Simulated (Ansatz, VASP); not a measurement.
# NaH in VASP and in Ansatz

```
CELL_PARAMETERS angstrom
0.00000 2.39071 2.39071
2.39071 0.00000 2.39071
2.39071 2.39071 0.00000
ATOMIC_POSITIONS crystal
Na 0.00000 0.00000 0.00000
H 0.50000 0.50000 0.50000
```

Alike in both runs: task single point; functional PBE; k mesh 8 × 8 × 8; occupations gaussian, width 0.02 eV; no spin polarisation.

```csv
,VASP,Ansatz
version,VASP 6.6.1,Ansatz 0.2.0
potentials or method,"VASP PAW PBE potentials, release 64 (Na_pv, H), cutoff 500 eV","scalar-relativistic, plane waves, PAW"
valence electrons in the cell,8,10
```

```csv
,VASP,Ansatz,Ansatz less VASP
gap on the k mesh at the Fermi level (eV),3.81,3.82,+0.003
least direct gap on the mesh (eV),4.69,4.69,+0.005
pressure (GPa),0.7,0.8,+0.07
```

VASP's potentials hold 8 valence electrons a cell and Ansatz's 10, so a difference there can come from the potentials and not from the codes.
